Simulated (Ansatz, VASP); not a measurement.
# Two plane-wave programs on Li2BeS3

```
CELL_PARAMETERS angstrom
3.41391 0.00000 0.00000
-1.70696 2.95653 0.00000
0.00000 0.00000 8.36234
ATOMIC_POSITIONS crystal
Li 0.33333 0.66667 0.66667
Li 0.66667 0.33333 0.33333
Be 0.00000 0.00000 0.00000
S 0.00000 0.00000 0.50000
S 0.33333 0.66667 0.16667
S 0.66667 0.33333 0.83333
```

Alike in both runs: task relaxation of cell and atoms; functional PBE; k mesh 6 × 6 × 2; occupations gaussian, width 0.1 eV; no spin polarisation.

```csv
,VASP,Ansatz
version,VASP 6.6.1,Ansatz 0.2.0
potentials or method,"VASP PAW PBE potentials, release 64 (Li_sv, Be, S), cutoff 600 eV","scalar-relativistic, plane waves, PAW"
valence electrons in the cell,26,26
```

|  | VASP | Ansatz | Ansatz less VASP |
| --- | --- | --- | --- |
| gap on the k mesh at the Fermi level, each at its own relaxed structure (eV) | none | none | - |
| relaxed volume (Å³/atom) | 14.32 | 14.34 | +0.023 |
| relaxed cell length with the largest relative difference (Å) | 9.704 | 9.743 | +0.0390 |

A gap of «none» marks a metal or a gap that the smearing closes.

The k mesh is coarse, so the values compare programs but aren't converged. Noted on VASP's run: the cutoff is short for stress, so the pressure is rough.
